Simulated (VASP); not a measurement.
# RbBr (Pm-3m) in VASP: notebook

Runs on RbBr. Level: PBE. Tasks: single point.

All numbers are computed with VASP 6.6.1; they aren't measurements. Logs are shortened: lines on timing, memory, paths and dates and some standing lists are left out, and cuts for length are marked.

### 1 The cell of the first run

Symmetry: Pm-3m, No. 221, cubic system. The conventional cell has a = 4.261 Å, b = 4.261 Å, c = 4.261 Å, α = 90.00°, β = 90.00°, γ = 90.00°. Rb (site symmetry m-3m) has 8 Br at 3.69 Å and 6 Rb at 4.26 Å within 4.8 Å. Br (site symmetry m-3m) has 8 Rb at 3.69 Å and 6 Br at 4.26 Å within 4.8 Å.

### 2 Single point, PBE (strained)

The input, INCAR:

```
PREC     = Accurate       # precision mode
ENCUT    = 520            # plane-wave cutoff, eV
EDIFF    = 1E-6           # SCF threshold, eV
ISMEAR   = 0              # smearing method
SIGMA    = 0.02           # smearing width, eV
LREAL    = F              # projectors in reciprocal space
LASPH    = T              # aspherical terms in the spheres
NELM     = 100            # most SCF steps
ALGO     = Normal         # electronic algorithm
ISIF     = 2              # what is computed and relaxed
LWAVE    = F              # write WAVECAR
LCHARG   = T              # write CHGCAR
GGA      = PE             # functional
LELF     = T              # ELF
LVHAR    = T            
NBANDS   = 15             # bands
```

The input, KPOINTS:

```
regular mesh
0
Gamma
  6 6 6
```

The input, POSCAR:

```
RbBr
1.0
    4.2607112023      0.0000000000      0.0000000000
    0.0000000000      4.2607112023      0.0000000000
    0.0000000000      0.0000000000      4.2607112023
Rb Br
1 1
Direct
    0.0000000000      0.0000000000      0.0000000000
    0.5000000000      0.5000000000      0.5000000000
```

Potentials or basis: VASP PAW PBE potentials, release 64 (Rb_sv, Br).

Launch:

```console
$ cat potpaw_PBE.64/Rb_sv/POTCAR potpaw_PBE.64/Br/POTCAR > POTCAR
$ mpirun -np 1 vasp_std > vasp.out
```

OUTCAR:

```text
PREC = Accurate
   ENCUT = 520
   EDIFF = 1E-6
   ISMEAR = 0
   LREAL = F
   LASPH = T
   NELM = 100
   ISIF = 2
   GGA = PE

 ion  position               nearest neighbor table
   1  0.000  0.000  0.000-   2 3.69   2 3.69   2 3.69   2 3.69   2 3.69   2 3.69   2 3.69   2 3.69

   2  0.500  0.500  0.500-   1 3.69   1 3.69   1 3.69   1 3.69   1 3.69   1 3.69   1 3.69   1 3.69

  LATTYP: Found a simple cubic cell.
 ALAT       =     4.2607112023

  Lattice vectors:

 A1 = (   4.2607112023,   0.0000000000,   0.0000000000)
 A2 = (   0.0000000000,   4.2607112023,   0.0000000000)
 A3 = (   0.0000000000,   0.0000000000,   4.2607112023)

Analysis of symmetry for initial positions (statically):
=====================================================================
 Subroutine PRICEL returns:
 Original cell was already a primitive cell.

 Routine SETGRP: Setting up the symmetry group for a
 simple cubic supercell.

 Subroutine GETGRP returns: Found 48 space group operations
 (whereof 48 operations were pure point group operations)
 out of a pool of 48 trial point group operations.

The static configuration has the point symmetry O_h .

Analysis of symmetry for dynamics (positions and initial velocities):
=====================================================================
 Subroutine PRICEL returns:
 Original cell was already a primitive cell.

 Routine SETGRP: Setting up the symmetry group for a
 simple cubic supercell.

 Subroutine GETGRP returns: Found 48 space group operations
 (whereof 48 operations were pure point group operations)
 out of a pool of 48 trial point group operations.

The dynamic configuration has the point symmetry O_h .

 Subroutine INISYM returns: Found 48 space group operations
 (whereof 48 operations are pure point group operations),
 and found     1 'primitive' translations

----------------------------------------------------------------------------------------

                                     Primitive cell

  volume of cell :      77.3475

  direct lattice vectors                    reciprocal lattice vectors
     4.260711202  0.000000000  0.000000000     0.234702601  0.000000000  0.000000000
     0.000000000  4.260711202  0.000000000     0.000000000  0.234702601  0.000000000
     0.000000000  0.000000000  4.260711202     0.000000000  0.000000000  0.234702601

  length of vectors
     4.260711202  4.260711202  4.260711202     0.234702601  0.234702601  0.234702601

  position of ions in fractional coordinates (direct lattice)
     0.000000000  0.000000000  0.000000000
     0.500000000  0.500000000  0.500000000

  ion indices of the primitive-cell ions
   primitive index   ion index
                 1           1
                 2           2

----------------------------------------------------------------------------------------

 KPOINTS: regular mesh

Automatic generation of k-mesh.
 Grid dimensions read from file:
 generate k-points for:    6    6    6

 Generating k-lattice:

  Cartesian coordinates                     Fractional coordinates (reciprocal lattice)
     0.039117100  0.000000000  0.000000000     0.166666667  0.000000000  0.000000000
     0.000000000  0.039117100  0.000000000     0.000000000  0.166666667  0.000000000
     0.000000000  0.000000000  0.039117100     0.000000000  0.000000000  0.166666667

  Length of vectors
     0.039117100  0.039117100  0.039117100

  Shift w.r.t. Gamma in fractional coordinates (k-lattice)
     0.000000000  0.000000000  0.000000000

 Subroutine IBZKPT returns following result:
 ===========================================

 Found     20 irreducible k-points:

 Following reciprocal coordinates:
            Coordinates               Weight
  0.000000  0.000000  0.000000      1.000000
  0.166667  0.000000  0.000000      6.000000
  0.333333  0.000000  0.000000      6.000000
  0.500000  0.000000  0.000000      3.000000
  0.166667  0.166667  0.000000     12.000000
  0.333333  0.166667  0.000000     24.000000
[... 12 lines left out ...]
  0.500000  0.500000  0.333333      6.000000
  0.500000  0.500000  0.500000      1.000000
   k-points           NKPTS =     20   k-points in BZ     NKDIM =     20   number of bands    NBANDS=     15
   number of dos      NEDOS =    301   number of ions     NIONS =      2
   total plane-waves  NPLWV =  32768
   dimension x,y,z NGX =    32 NGY =   32 NGZ =   32
   dimension x,y,z NGXF=    64 NGYF=   64 NGZF=   64
   ions per type =               1   1
   NGX,Y,Z   is equivalent  to a cutoff of  12.49, 12.49, 12.49 a.u.
   NGXF,Y,Z  is equivalent  to a cutoff of  24.97, 24.97, 24.97 a.u.
 SYSTEM =  unknown system
   PREC   = accura    normal or accurate (medium, high low for compatibility)
   ISTART =      0    job   : 0-new  1-cont  2-samecut
   ICHARG =      2    charge: 1-file 2-atom 10-const
   ISPIN  =      1    spin polarized calculation?
   LNONCOLLINEAR =      F non collinear calculations
   LSORBIT =      F    spin-orbit coupling
   LASPH  =      T    aspherical Exc in radial PAW
   ENCUT  =  520.0 eV  38.22 Ry    6.18 a.u.   7.92  7.92  7.92*2*pi/ulx,y,z
   NELM   =    100;   NELMIN=  2; NELMDL= -5     # of ELM steps
   EDIFF  = 0.1E-05   stopping-criterion for ELM
   LREAL  =      F    real-space projection
   EDIFFG = 0.1E-04   stopping-criterion for IOM
   NSW    =      0    number of steps for IOM
   IBRION =     -1    ionic relax: 0-MD 1-quasi-New 2-CG
   NFREE  =      0    steps in history (QN), initial steepest desc. (CG)
   ISIF   =      2    stress and relaxation
   ISYM   =      2    0-nonsym 1-usesym 2-fastsym
   POTIM  = 0.5000    time-step for ionic-motion
   TEBEG  =    0.0;   TEEND  =   0.0 temperature during run
   PSTRESS=    0.0 pullay stress
   NELECT =      16.0000    total number of electrons
   NUPDOWN=      -1.0000    fix difference up-down
   EMIN   =  10.00;   EMAX   =-10.00  energy-range for DOS
   EFERMI =   0.00;   METHOD = LEGACY
   ISMEAR =     0;   SIGMA  =   0.02  broadening in eV -4-tet -1-fermi 0-gaus
   EFERMI_NEDOS =   21; number of points for ismear=-14 and -15
   IALGO  =     38    algorithm
   IMIX   =      4    mixing-type and parameters
     AMIX     =   0.40;   BMIX     =  1.00
     AMIX_MAG =   1.60;   BMIX_MAG =  1.00
  volume/ion in A,a.u.               =      38.67       260.98
  Fermi-wavevector in a.u.,A,eV,Ry     =   0.968202  1.829637 12.754312  0.937415
  Thomas-Fermi vector in A             =   2.098152
   LORBIT       =      0    0 simple, 1 ext, 2 COOP (PROOUT), +10 PAW based schemes
   GGA     = PE    functional components
   LHFCALC =     F    Hartree Fock is set to
   AEXX    =    0.0000 exact exchange contribution
   IVDW    =     0    specifies the selected vdW correction
   LEPSILON=     F    determine dielectric tensor
   LRPA    =     F    only Hartree local field effects (RPA)
 non-spin polarized calculation
 Gauss-broadening in eV      SIGMA  =   0.02
  energy-cutoff  :      520.00
  volume of cell :       77.35
 maximum number of plane-waves:      2176
 NGX is ok and might be reduce to    32
   NGX = 15   NGY = 15   NGZ = 15

 number of electron      15.9999997 magnetization

 Free energy of the ion-electron system (eV)
  ---------------------------------------------------
  ext. energy  EPLUGINS =         0.00000000
  ---------------------------------------------------
  free energy    TOTEN  =        -5.99951106 eV

  energy without entropy =       -5.99951106  energy(sigma->0) =       -5.99951106

 E-fermi :  -0.9530     XC(G=0):  -7.5263

 val. band max:       -1.0954330069   @ k =   0.5000   0.5000   0.0000
 cond. band min:       2.6847297885   @ k =   0.0000   0.0000   0.0000
 fundamental gap:      3.7801627954
 Fermi energy:        -0.9530257842

 k-point     1 :       0.0000    0.0000    0.0000
  band No.  band energies     occupation
      1     -26.3565      2.00000
      2     -13.5656      2.00000
      3     -10.3536      2.00000
      4     -10.3536      2.00000
      5     -10.3536      2.00000
      6      -1.2423      2.00000
      7      -1.2423      2.00000
      8      -1.2423      2.00000
      9       2.6847      0.00000
     10       4.5704      0.00000
     11       4.5704      0.00000
     12       8.5594      0.00000
     13       8.5594      0.00000
     14       8.5594      0.00000
     15      11.1717      0.00000

 k-point     2 :       0.1667    0.0000    0.0000
  band No.  band energies     occupation
      1     -26.3532      2.00000
      2     -13.5618      2.00000
      3     -10.3846      2.00000
      4     -10.3456      2.00000
      5     -10.3456      2.00000
      6      -1.6629      2.00000
      7      -1.2513      2.00000
      8      -1.2513      2.00000
      9       3.2788      0.00000
     10       4.7624      0.00000
     11       5.0697      0.00000
     12       8.4302      0.00000
     13       8.4302      0.00000
     14       8.6957      0.00000
     15      10.0216      0.00000

 k-point     3 :       0.3333    0.0000    0.0000
  band No.  band energies     occupation
      1     -26.3466      2.00000
      2     -13.5554      2.00000
      3     -10.4416      2.00000
      4     -10.3294      2.00000
      5     -10.3294      2.00000
      6      -2.3092      2.00000
      7      -1.2705      2.00000
      8      -1.2705      2.00000
      9       4.5249      0.00000
     10       5.2902      0.00000
     11       6.0023      0.00000
     12       8.3270      0.00000
     13       8.3270      0.00000
     14       8.4254      0.00000
     15       9.0278      0.00000

 k-point     4 :       0.5000    0.0000    0.0000
  band No.  band energies     occupation
      1     -26.3433      2.00000
      2     -13.5528      2.00000
      3     -10.4676      2.00000
      4     -10.3212      2.00000
      5     -10.3212      2.00000
      6      -2.5774      2.00000
      7      -1.2806      2.00000
      8      -1.2806      2.00000
      9       5.5707      0.00000
     10       5.7445      0.00000
     11       6.0256      0.00000
     12       7.5864      0.00000
     13       8.3863      0.00000
     14       8.3863      0.00000
     15       9.2430      0.00000
[... 235 lines left out ...]
 k-point    18 :       0.5000    0.3333    0.3333
  band No.  band energies     occupation
      1     -26.3251      2.00000
      2     -13.3854      2.00000
      3     -10.5401      2.00000
      4     -10.4875      2.00000
      5     -10.4741      2.00000
      6      -2.1675      2.00000
      7      -2.0088      2.00000
      8      -1.8901      2.00000
      9       5.7240      0.00000
     10       6.4169      0.00000
     11       6.4527      0.00000
     12       7.4965      0.00000
     13       7.6331      0.00000
     14       7.9217      0.00000
     15      10.3696      0.00000

 k-point    19 :       0.5000    0.5000    0.3333
  band No.  band energies     occupation
      1     -26.3221      2.00000
      2     -13.3617      2.00000
      3     -10.5376      2.00000
      4     -10.5376      2.00000
      5     -10.4687      2.00000
      6      -2.1689      2.00000
      7      -2.1689      2.00000
      8      -1.9777      2.00000
      9       5.8496      0.00000
     10       6.7246      0.00000
     11       6.7246      0.00000
     12       7.0686      0.00000
     13       8.1538      0.00000
     14       8.1538      0.00000
     15      10.3453      0.00000

 k-point    20 :       0.5000    0.5000    0.5000
  band No.  band energies     occupation
      1     -26.3191      2.00000
      2     -13.3419      2.00000
      3     -10.5237      2.00000
      4     -10.5237      2.00000
      5     -10.5237      2.00000
      6      -2.2143      2.00000
      7      -2.2143      2.00000
      8      -2.2143      2.00000
      9       6.8105      0.00000
     10       6.8105      0.00000
     11       6.8105      0.00000
     12       7.8075      0.00000
     13       7.8075      0.00000
     14       7.8075      0.00000
     15      10.5014      0.00000

------------------------ aborting loop because EDIFF is reached ----------------------------------------

  FORCE on cell =-STRESS in cart. coord.  units (eV):
  Direction    XX          YY          ZZ          XY          YZ          ZX
  --------------------------------------------------------------------------------------
  -------------------------------------------------------------------------------------
  Total       -0.2623470     -0.2623470     -0.2623470     -0.0000000      0.0000000      0.0000000
  in kB       -5.4342594     -5.4342594     -5.4342594     -0.0000000      0.0000000      0.0000000
  external PRESSURE =      -5.4342594 kB  Pullay stress =       0.0000000 kB

 VOLUME and BASIS-vectors are now :
 -----------------------------------------------------------------------------
  energy-cutoff  :      520.00
  volume of cell :       77.35
      direct lattice vectors                 reciprocal lattice vectors
     4.260711202  0.000000000  0.000000000     0.234702601  0.000000000  0.000000000
     0.000000000  4.260711202  0.000000000     0.000000000  0.234702601  0.000000000
     0.000000000  0.000000000  4.260711202     0.000000000  0.000000000  0.234702601

 POSITION                                       TOTAL-FORCE (eV/Angst)
 -----------------------------------------------------------------------------------
      0.00000      0.00000      0.00000         0.000000      0.000000      0.000000
      2.13036      2.13036      2.13036         0.000000      0.000000      0.000000
 -----------------------------------------------------------------------------------
    total drift:                                0.000000      0.000000     -0.000000

  FREE ENERGIE OF THE ION-ELECTRON SYSTEM (eV)
  ---------------------------------------------------
  free  energy   TOTEN  =        -5.9995110575 eV

  energy  without entropy=       -5.9995110575  energy(sigma->0) =       -5.99951106
```

Run time: 16 s. Hardware: 1 thread of Intel Xeon Platinum 8375C at 2.90GHz (Ice Lake), shared host; peak memory 0.18 GiB.

What came out:

* Free energy: -5.9995 eV
* Pressure: -0.5 GPa
* Band gap on the k mesh: 3.78 eV (least direct gap 3.93 eV)

Levels at points of the mesh, in eV from the valence-band top:
| k point | band 6 | band 7 | band 8 | band 9 | band 10 | band 11 |
| --- | --- | --- | --- | --- | --- | --- |
| (0.00, 0.00, 0.00) | -0.15 | -0.15 | -0.15 | 3.78 | 5.67 | 5.67 |
| (0.50, 0.00, 0.00) | -1.48 | -0.19 | -0.19 | 6.67 | 6.84 | 7.12 |
| (0.50, 0.50, 0.00) | -0.94 | -0.94 | 0.00 | 5.26 | 6.12 | 7.88 |
| (0.50, 0.50, 0.50) | -1.12 | -1.12 | -1.12 | 7.91 | 7.91 | 7.91 |

Caveat: the cell differs from its parent crystal (strained). A k mesh can miss the band edges.

### 3 Single point, PBE

This run uses another cell than the first one, of 23.06 Å³/atom.

The input, INCAR:

```
SYSTEM = RbBr
PREC = Accurate ; ENCUT = 520
EDIFF = 1E-7 ; ISMEAR = 0
SIGMA = 0.01 ; LREAL = .FALSE.
LASPH = .TRUE. ; NELM = 80
ALGO = Normal ; ISIF = 2
LWAVE = .FALSE. ; LCHARG = .FALSE.
GGA = PE ; NBANDS = 15
```

The input, KPOINTS:

```
Automatic mesh
0
G
  6 6 6
  0 0 0
```

The input, POSCAR:

```
RbBr
1.0
    3.5859483999      0.0000000000      0.0000000000
    0.0000000000      3.5859483999      0.0000000000
    0.0000000000      0.0000000000      3.5859483999
Rb Br
1 1
Direct
    0.0000000000      0.0000000000      0.0000000000
    0.5000000000      0.5000000000      0.5000000000
```

Potentials or basis: VASP PAW PBE potentials, release 64 (Rb_sv, Br).

Launch:

```console
$ cat potpaw_PBE.64/Rb_sv/POTCAR potpaw_PBE.64/Br/POTCAR > POTCAR
$ mpirun -np 1 vasp_std > vasp.out
```

Wall time 13 s (1 thread of Intel Xeon Platinum 8259CL at 2.50GHz (Skylake/Cascade Lake), shared host); peak memory 0.16 GiB.

Results (log left out):

```
Free energy            : -4.8400 eV
Pressure               : 21.3 GPa
Band gap on the k mesh : 4.62 eV (least direct gap 4.67 eV)
```

Levels at points of the mesh, in eV from the valence-band top:
```tsv
k point	band 4	band 5	band 6	band 7	band 8	band 9	band 10	band 11	band 12	band 13
(0.00, 0.00, 0.00)	-8.75	-8.75	-0.05	-0.05	-0.05	4.62	4.62	6.25	10.93	10.93
(0.50, 0.00, 0.00)	-8.52	-8.52	-3.09	-0.56	-0.56	6.59	8.45	9.56	10.17	11.55
(0.50, 0.50, 0.00)	-9.83	-8.40	-1.40	-1.40	0.00	5.23	6.50	7.97	7.97	14.29
(0.50, 0.50, 0.50)	-9.39	-9.39	-2.79	-2.79	-2.79	10.02	10.02	10.02	11.82	11.82
```

Caveat: the cell stands under pressure.
